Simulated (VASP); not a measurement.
# Se (P6_3/mmc) in VASP: notebook, part 2 of 2

VASP 6.6.1.

## Step 3: Relaxation of cell and atoms, r2SCAN

This run uses another cell than the first one, of 21.81 Å³/atom.

The input, POSCAR:

```
Se
1.0
    3.1360302227      0.0000000000      0.0000000000
   -1.5680151114      2.7158818399      0.0000000000
    0.0000000000      0.0000000000     10.2422747074
Se
4
Direct
    0.0000000000      0.0000000000      0.0000000000
    0.0000000000      0.0000000000      0.5000000000
    0.3333333333      0.6666666667      0.2500000000
    0.6666666667      0.3333333333      0.7500000000
```

The input, INCAR.step1:

```
PREC     = Accurate       # precision mode
ENCUT    = 600            # plane-wave cutoff, eV
ISMEAR   = -1             # smearing method
SIGMA    = 0.1            # smearing width, eV
LREAL    = F              # projectors in reciprocal space
LASPH    = T              # aspherical terms in the spheres
NELM     = 80             # most SCF steps
GGA      = PE             # functional
ALGO     = Normal         # electronic algorithm
EDIFF    = 1E-4           # SCF threshold, eV
LWAVE    = T              # write WAVECAR
LCHARG   = F              # write CHGCAR
```

The input, INCAR.step2:

```
PREC     = Accurate       # precision mode
ENCUT    = 600            # plane-wave cutoff, eV
EDIFF    = 1E-6           # SCF threshold, eV
ISMEAR   = -1             # smearing method
SIGMA    = 0.1            # smearing width, eV
LREAL    = F              # projectors in reciprocal space
LASPH    = T              # aspherical terms in the spheres
NELM     = 80             # most SCF steps
ALGO     = Normal         # electronic algorithm
ISIF     = 3              # what is computed and relaxed
LWAVE    = F              # write WAVECAR
LCHARG   = F              # write CHGCAR
METAGGA  = R2SCAN         # meta-GGA
LMIXTAU  = T            
IBRION   = 2              # ionic algorithm
NSW      = 80             # ionic steps
EDIFFG   = -0.01          # ionic threshold
ISTART   = 1
```

The input, KPOINTS:

```
Automatic mesh
0
Gamma
  12 12 3
```

Potentials or basis: VASP PAW PBE potentials, release 64 (Se).

On the command line:

```console
$ cat potpaw_PBE.64/Se/POTCAR > POTCAR
$ cp INCAR.step1 INCAR
$ mpirun -np 1 vasp_std > vasp.out
$ cp INCAR.step2 INCAR
$ mpirun -np 1 vasp_std > vasp.out
```

OUTCAR:

```text
PREC = Accurate
   ENCUT = 600
   EDIFF = 1E-6
   ISMEAR = -1
   LREAL = F
   LASPH = T
   NELM = 80
   ISIF = 3
   METAGGA = R2SCAN
   IBRION = 2
   NSW = 80
   EDIFFG = -0.01
   ISTART = 1

 ion  position               nearest neighbor table
   1  0.000  0.000  0.000-
   2  0.000  0.000  0.500-
   3  0.333  0.667  0.250-
   4  0.667  0.333  0.750-

  LATTYP: Found a hexagonal cell.
 ALAT       =     3.1360302227
 C/A-ratio  =     3.2660000000

  Lattice vectors:

 A1 = (   3.1360302227,   0.0000000000,   0.0000000000)
 A2 = (  -1.5680151114,   2.7158818399,   0.0000000000)
 A3 = (   0.0000000000,   0.0000000000,  10.2422747074)

Analysis of symmetry for initial positions (statically):
=====================================================================
 Subroutine PRICEL returns:
 Original cell was already a primitive cell.

 Routine SETGRP: Setting up the symmetry group for a
 hexagonal supercell.

 Subroutine GETGRP returns: Found 24 space group operations
 (whereof 12 operations were pure point group operations)
 out of a pool of 24 trial point group operations.

The static configuration has the point symmetry D_3d.
 The point group associated with its full space group is D_6h.

Analysis of symmetry for dynamics (positions and initial velocities):
=====================================================================
 Subroutine PRICEL returns:
 Original cell was already a primitive cell.

 Routine SETGRP: Setting up the symmetry group for a
 hexagonal supercell.

 Subroutine GETGRP returns: Found 24 space group operations
 (whereof 12 operations were pure point group operations)
 out of a pool of 24 trial point group operations.

The dynamic configuration has the point symmetry D_3d.
 The point group associated with its full space group is D_6h.

 Subroutine INISYM returns: Found 24 space group operations
 (whereof 12 operations are pure point group operations),
 and found     1 'primitive' translations

----------------------------------------------------------------------------------------

                                     Primitive cell

  volume of cell :      87.2344

  direct lattice vectors                    reciprocal lattice vectors
     3.136030223  0.000000000  0.000000000     0.318874478  0.184102266  0.000000000
    -1.568015111  2.715881840  0.000000000     0.000000000  0.368204531  0.000000000
     0.000000000  0.000000000 10.242274707     0.000000000  0.000000000  0.097634562

  length of vectors
     3.136030223  3.136030223 10.242274707     0.368204531  0.368204531  0.097634562

  position of ions in fractional coordinates (direct lattice)
     0.000000000  0.000000000  0.000000000
     0.000000000  0.000000000  0.500000000
     0.333333333  0.666666667  0.250000000
     0.666666667  0.333333333  0.750000000

  ion indices of the primitive-cell ions
   primitive index   ion index
                 1           1
                 2           2
                 3           3
                 4           4

----------------------------------------------------------------------------------------

 KPOINTS: Automatic mesh

Automatic generation of k-mesh.
 Grid dimensions read from file:
 generate k-points for:   12   12    3
[... 52 lines left out ...]
   NGX,Y,Z   is equivalent  to a cutoff of  14.84, 14.84, 13.63 a.u.
   NGXF,Y,Z  is equivalent  to a cutoff of  29.69, 29.69, 27.27 a.u.
 SYSTEM =  unknown system
   PREC   = accura    normal or accurate (medium, high low for compatibility)
   ISTART =      1    job   : 0-new  1-cont  2-samecut
   ICHARG =      0    charge: 1-file 2-atom 10-const
   ISPIN  =      1    spin polarized calculation?
   LNONCOLLINEAR =      F non collinear calculations
   LSORBIT =      F    spin-orbit coupling
   LASPH  =      T    aspherical Exc in radial PAW
   ENCUT  =  600.0 eV  44.10 Ry    6.64 a.u.   6.26  6.26 20.46*2*pi/ulx,y,z
   NELM   =     80;   NELMIN=  2; NELMDL=  0     # of ELM steps
   EDIFF  = 0.1E-05   stopping-criterion for ELM
   LREAL  =      F    real-space projection
   EDIFFG = -.1E-01   stopping-criterion for IOM
   NSW    =     80    number of steps for IOM
   IBRION =      2    ionic relax: 0-MD 1-quasi-New 2-CG
   NFREE  =      1    steps in history (QN), initial steepest desc. (CG)
   ISIF   =      3    stress and relaxation
   ISYM   =      2    0-nonsym 1-usesym 2-fastsym
   POTIM  = 0.5000    time-step for ionic-motion
   TEBEG  =    0.0;   TEEND  =   0.0 temperature during run
   PSTRESS=    0.0 pullay stress
   NELECT =      24.0000    total number of electrons
   NUPDOWN=      -1.0000    fix difference up-down
   EMIN   =  10.00;   EMAX   =-10.00  energy-range for DOS
   EFERMI =   0.00;   METHOD = LEGACY
   ISMEAR =    -1;   SIGMA  =   0.10  broadening in eV -4-tet -1-fermi 0-gaus
   EFERMI_NEDOS =   21; number of points for ismear=-14 and -15
   IALGO  =     38    algorithm
   IMIX   =      4    mixing-type and parameters
     AMIX     =   0.40;   BMIX     =  1.00
     AMIX_MAG =   1.60;   BMIX_MAG =  1.00
  volume/ion in A,a.u.               =      21.81       147.17
  Fermi-wavevector in a.u.,A,eV,Ry     =   1.064754  2.012094 15.424948  1.133702
  Thomas-Fermi vector in A             =   2.200283
   LORBIT       =      0    0 simple, 1 ext, 2 COOP (PROOUT), +10 PAW based schemes
   METAGGA = R2SCAN    functional components
   LHFCALC =     F    Hartree Fock is set to
   AEXX    =    0.0000 exact exchange contribution
   IVDW    =     0    specifies the selected vdW correction
   LEPSILON=     F    determine dielectric tensor
   LRPA    =     F    only Hartree local field effects (RPA)
 conjugate gradient relaxation of ions
 non-spin polarized calculation
  energy-cutoff  :      600.00
  volume of cell :       87.23
 maximum number of plane-waves:      2927
 NGX is ok and might be reduce to    28
   NGX = 13   NGY = 13   NGZ = 41

--------------------------------------- Ionic step        1  -------------------------------------------

 number of electron      24.0000001 magnetization

 Free energy of the ion-electron system (eV)
  ---------------------------------------------------
  ext. energy  EPLUGINS =         0.00000000
  ---------------------------------------------------
  free energy    TOTEN  =       -53.67204345 eV

  energy without entropy =      -53.56050473  energy(sigma->0) =      -53.61627409

------------------------ aborting loop because EDIFF is reached ----------------------------------------

  FORCE on cell =-STRESS in cart. coord.  units (eV):
  Direction    XX          YY          ZZ          XY          YZ          ZX
  --------------------------------------------------------------------------------------
  -------------------------------------------------------------------------------------
  Total       -1.7329202     -1.7329202     -3.2624687      0.0000000     -0.0000000      0.0000000
  in kB      -31.8274329    -31.8274329    -59.9196684      0.0000000     -0.0000000      0.0000000
  external PRESSURE =     -41.1915114 kB  Pullay stress =       0.0000000 kB
[... 95 lines left out ...]
  FREE ENERGIE OF THE ION-ELECTRON SYSTEM (eV)
  ---------------------------------------------------
  free  energy   TOTEN  =       -53.7744516040 eV

  energy  without entropy=      -53.6701846496  energy(sigma->0) =      -53.72231813

 E-fermi :   5.9467     XC(G=0): -11.1121

 val. band max:        5.8979942492   @ k =   0.1667   0.0833   0.3333
 cond. band min:       5.9740015184   @ k =   0.1667   0.0000   0.0000
 fundamental gap:      0.0760072692
 Fermi energy:         5.9467270743

 k-point     1 :       0.0000    0.0000    0.0000
  band No.  band energies     occupation
      1     -11.7761      2.00000
      2      -9.4022      2.00000
      3      -9.2994      2.00000
      4      -4.3282      2.00000
      5      -0.0626      2.00000
      6       3.4509      2.00000
[... 435 lines left out ...]
      5      -0.9483      2.00000
      6      -0.0518      2.00000
[... 8 lines left out ...]
     15       7.6252      0.00000
     16       8.5808      0.00000

 [... further k-points ...]

[... ionic steps 4 to 26 ...]

--------------------------------------- Ionic step       27  -------------------------------------------

 number of electron      24.0000000 magnetization

------------------------ aborting loop because EDIFF is reached ----------------------------------------
[... 71 lines left out ...]
--------------------------------------- Ionic step       29  -------------------------------------------

 number of electron      24.0000000 magnetization

 Free energy of the ion-electron system (eV)
  ---------------------------------------------------
  ext. energy  EPLUGINS =         0.00000000
  ---------------------------------------------------
  free energy    TOTEN  =       -55.66815949 eV

  energy without entropy =      -55.56299158  energy(sigma->0) =      -55.61557554

 E-fermi :   4.5754     XC(G=0): -10.5000

 val. band max:        4.5737398024   @ k =   0.1667   0.0833   0.3333
 cond. band min:       4.5769731237   @ k =   0.5000   0.0000   0.3333
 fundamental gap:      0.0032333213
 Fermi energy:         4.5753692853

 k-point     1 :       0.0000    0.0000    0.0000
  band No.  band energies     occupation
      1     -12.2046      2.00000
      2      -9.9073      2.00000
      3      -9.7834      2.00000
      4      -5.7288      2.00000
      5      -0.0379      2.00000
      6       1.5913      2.00000
[... 478 lines left out ...]
  FREE ENERGIE OF THE ION-ELECTRON SYSTEM (eV)
  ---------------------------------------------------
  free  energy   TOTEN  =       -55.6681594942 eV

  energy  without entropy=      -55.5629915760  energy(sigma->0) =      -55.61557554

 reached required accuracy - stopping structural energy minimisation
```

Run time: 46 min. Hardware: 1 thread of Intel Xeon 6975P-C (Granite Rapids), shared host; peak memory 0.32 GiB.

What came out:

- Free energy: -55.6682 eV
- Relaxed volume: 22.32 Å³/atom
- Relaxed cell: a = 3.768 Å, b = 3.768 Å, c = 7.261 Å, α = 90.00°, β = 90.00°, γ = 120.00°
- Space group after relaxing (to 0.1 Å): P6_3/mmc (No. 194)
- Energy gained by relaxing: 499.0 meV/atom
- Ionic steps: 29
- Pressure after relaxing: 0.0 GPa
- Band gap on the k mesh: zero (bands 12 and 13 overlap by 2.41 eV)

Step by step:
| step | energy change (eV) | largest force (eV/Å) | pressure (GPa) | volume (Å³) |
| --- | --- | --- | --- | --- |
| 1 | 0.0000 | 0.0000 | -4.12 | 87.23 |
| 2 | -0.1023 | 0.0000 | 1.02 | 80.34 |
| 3 | -0.1024 | 0.0000 | 0.79 | 80.57 |
| 4 | -0.1861 | 0.0000 | 1.61 | 79.69 |
| 5 | -0.6774 | 0.0000 | 6.08 | 76.65 |
| 6 | -0.5087 | 0.0000 | 30.20 | 68.55 |
| 7 | -1.0063 | 0.0000 | 13.25 | 73.52 |
| 8 | -0.8400 | 0.0000 | 23.90 | 70.16 |
| 9 | -1.0267 | 0.0000 | 17.17 | 72.15 |
| 10 | -1.0188 | 0.0000 | 17.90 | 71.92 |
| 11 | -1.0228 | 0.0000 | 18.00 | 71.91 |
| 12 | -1.0330 | 0.0000 | 18.34 | 71.87 |
| 13 | -1.0455 | 0.0000 | 19.03 | 71.79 |
| 14 | -1.0397 | 0.0000 | 20.55 | 71.60 |
| 15 | -1.0473 | 0.0000 | 19.83 | 71.70 |
| 16 | -1.0675 | 0.0000 | 19.53 | 71.86 |
| 17 | -1.1264 | 0.0000 | 18.64 | 72.34 |
| 18 | -1.2369 | 0.0000 | 16.93 | 73.30 |
| 19 | -1.4303 | 0.0000 | 13.78 | 75.25 |
| 20 | -1.7174 | 0.0000 | 8.37 | 79.22 |
| 21 | -1.9676 | 0.0000 | 0.47 | 87.48 |
| 22 | -1.9749 | 0.0000 | -0.69 | 89.10 |
| 23 | -1.9749 | 0.0000 | -0.94 | 89.47 |
| 24 | -1.9786 | 0.0000 | -0.88 | 89.48 |
| 25 | -1.9875 | 0.0000 | -0.69 | 89.53 |
| 26 | -1.9958 | 0.0000 | -0.29 | 89.59 |
| 27 | -1.9958 | 0.0000 | -0.25 | 89.59 |
| 28 | -1.9961 | 0.0000 | -0.10 | 89.38 |
| 29 | -1.9961 | 0.0000 | -0.02 | 89.26 |

Final structure:
```xyz
4
Lattice="3.7676 0.0000 0.0000 -1.8838 3.2629 0.0000 0.0000 0.0000 7.2613" Properties=species:S:1:pos:R:3 pbc="T T T"
Se    0.0000    0.0000    0.0000
Se    0.0000    0.0000    3.6306
Se    0.0000    2.1752    1.8153
Se    1.8838    1.0876    5.4459
```

Caveat: a cell axis changed by over 15 % at a fixed basis, so the end point is rough; the PAW data sets were made with another functional, which shifts forces and pressure a little.

The gap in the log of VASP goes by the Fermi energy; the results here count the filled bands.